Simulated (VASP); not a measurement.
Crystal: Ni.

```xyz
1
Lattice="0.0000 1.7619 1.7619 1.7619 0.0000 1.7619 1.7619 1.7619 0.0000" Properties=species:S:1:pos:R:3 pbc="T T T"
Ni    0.0000    0.0000    0.0000
```

| Quantity | Value |
| --- | --- |
| Program | VASP 6.6.1 |
| Task | relaxation of volume and atoms at fixed shape |
| Functional | PBEsol |
| Potentials or basis | VASP PAW PBE potentials, release 64 (Ni) |
| Cutoff | 600 eV |
| k mesh | 12 × 12 × 12 |
| Occupations | methfessel-paxton, width 0.05 eV |
| Spin | collinear spin, ferromagnetic start |
| Starting moments | [1.5] μB |

At the start: pressure -10.2 GPa; volume 10.94 Å³/atom.

Problem. Where does the relaxation end?

Solution. Over 9 steps the energy falls by 18.1 meV/atom and the volume is 10.40 Å³/atom (-4.9 %); space group Fm-3m (No. 225, to 0.1 Å) before and after; moment 0.69 μB per cell.

The path:
```tsv
step	energy change (eV)	largest force (eV/Å)	pressure (GPa)	volume (Å³)
1	0.0000	0.0000	-10.21	10.94
2	0.0013	0.0000	12.36	9.87
3	-0.0179	0.0000	-4.54	10.40
4	-0.0166	0.0000	3.30	10.25
5	-0.0176	0.0000	1.99	10.31
6	-0.0180	0.0000	0.92	10.36
7	-0.0181	0.0000	0.47	10.38
8	-0.0181	0.0000	-0.47	10.42
9	-0.0181	0.0000	0.01	10.40
```

Final structure:
```
Ni
1.0
     0.00000    1.73240    1.73240
     1.73240    0.00000    1.73240
     1.73240    1.73240    0.00000
Ni
1
Direct
  0.00000 0.00000 0.00000
```

Caveat: the PAW data sets were made with another functional, which shifts forces and pressure a little.
